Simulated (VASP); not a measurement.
A run of VASP 6.6.1:

The input INCAR:

```
SYSTEM = H8CO6
ALGO     = Normal         ! electronic algorithm
EDIFF    = 1E-6           ! SCF threshold, eV
ENCUT    = 1000           ! plane-wave cutoff, eV
GGA      = PE             ! functional
GGA_COMPAT= .False.      
ISIF     = 2              ! what is computed and relaxed
ISMEAR   = -1             ! smearing method
IVDW     = 12             ! dispersion correction
LASPH    = .True.         ! aspherical terms in the spheres
LCHARG   = .False.        ! write CHGCAR
LREAL    = Auto         
LWAVE    = .False.        ! write WAVECAR
NBANDS   = 37             ! bands
NELM     = 120            ! most SCF steps
PREC     = Accurate       ! precision mode
SIGMA    = 0.02           ! smearing width, eV
```

The input KPOINTS:

```
k-points
0
Gamma
  1 1 1
  0 0 0
```

File POSCAR:

```
H8CO6
1.0
    5.7082670000      0.0000000000      0.0000000000
    0.0000000000      5.7082670000      0.0000000000
    0.0000000000      0.0000000000      5.7082670000
O H C
6 8 1
Direct
    0.1071253324      0.3828832814      0.8667604371
    0.7463035629      0.9958539080      1.1005441757
    0.5357492913      0.7441312749      0.7930953475
    0.8408856839      0.2624088887      0.4964378856
    0.2378305009      0.0603685847      0.3920103947
    0.4085302947      0.4061127484      0.2786835304
    0.0401172545      0.3385791169      0.7171353407
    0.0747337152      0.5389726865      0.8331250097
    0.7672381127      1.0853031226      0.9617279640
    0.6389504906      0.8699312769      1.0386690041
    0.5276382482      0.8052881899      0.6393884519
    0.3967228583      0.6366555734      0.8134693069
    0.8407280178      0.1918270466      0.3333410998
    0.7135265397      0.3764890465      0.4682682152
    0.3296622250      0.2260055460      0.3303104077
```

Potentials or basis: VASP PAW PBE potentials, release 64 (O_h, H_h, C_h).

Command:

```sh
$ cat potpaw_PBE.64/O_h/POTCAR potpaw_PBE.64/H_h/POTCAR potpaw_PBE.64/C_h/POTCAR > POTCAR
$ mpirun -np 1 vasp_gam > vasp.out
```

Hardware: 1 thread of AMD EPYC 7R13 Processor (Zen 3) (shared host).

Task: How long does it take, and how much memory?

Result: Wall time 23 s on 1 thread of AMD EPYC 7R13 Processor (Zen 3), with other jobs on the host, peak memory 0.42 GiB. Counts: scf iterations 15, k points 1.
